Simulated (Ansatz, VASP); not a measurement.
**Se: VASP beside Ansatz**

The input INCAR:

```
ALGO     = Normal         # electronic algorithm
EDIFF    = 1E-6           # SCF threshold, eV
ENCUT    = 520            # plane-wave cutoff, eV
GGA      = RE             # functional
ISIF     = 2              # what is computed and relaxed
ISMEAR   = -1             # smearing method
LASPH    = True           # aspherical terms in the spheres
LCHARG   = False          # write CHGCAR
LREAL    = False          # projectors in reciprocal space
LWAVE    = False          # write WAVECAR
NBANDS   = 9              # bands
NELM     = 80             # most SCF steps
PREC     = Accurate       # precision mode
SIGMA    = 0.1            # smearing width, eV
```

Contents of KPOINTS:

```
k-points
0
Gamma
  12 12 12
```

POSCAR

```
Se
1.0
    2.9580545213      0.0000000000      0.0000000000
    0.0000000000      2.9580545213      0.0000000000
    0.0000000000      0.0000000000      2.9580545213
Se
1
Direct
    0.0000000000      0.0000000000      0.0000000000
```

Input for Ansatz:

```yaml
crystal:
  lattice:
    - [2.9580545213, 0.0, 0.0]
    - [0.0, 2.9580545213, 0.0]
    - [0.0, 0.0, 2.9580545213]
  atoms:
    - { symbol: Se, position: [0.0, 0.0, 0.0] }
hamiltonian:
  xc: revpbe
  pseudopotentials:
    kind: paw
    azcp:
      Se: "pseudopotentials/Se.paw.azcp"
basis:
  ecutwfc: 420
  fft_grid_basis: typed
kpoints:
  mp_grid: { grid: [12, 12, 12], shift: [0, 0, 0] }
magnetization:
  spin_polarized: false
scf:
  occupations: { method: fermi_dirac, width: 0.1 }
  lower_state_search: "off"
output:
  stress: true
```

Alike in both runs: task single point; functional revPBE; k mesh 12 × 12 × 12; occupations fermi-dirac, width 0.1 eV; no spin polarisation.

|  | VASP | Ansatz |
| --- | --- | --- |
| version | VASP 6.6.1 | Ansatz 0.2.0 |
| potentials or method | VASP PAW PBE potentials, release 64 (Se), cutoff 520 eV | plane waves (420 eV) with PAW, scalar-relativistic |
| valence electrons in the cell | 6 | 16 |

Ansatz gave:

```
pressure (GPa) : -5.6
```

Problem. Which values does VASP return?

Solution. Pressure (GPa): -5.7.

VASP's potentials were made for PBE, not for revPBE. The functional is the same, so the differences come from potentials, cutoffs and numerics. VASP's potentials hold 6 valence electrons a cell and Ansatz's 16, so a difference there can come from the potentials and not from the codes.
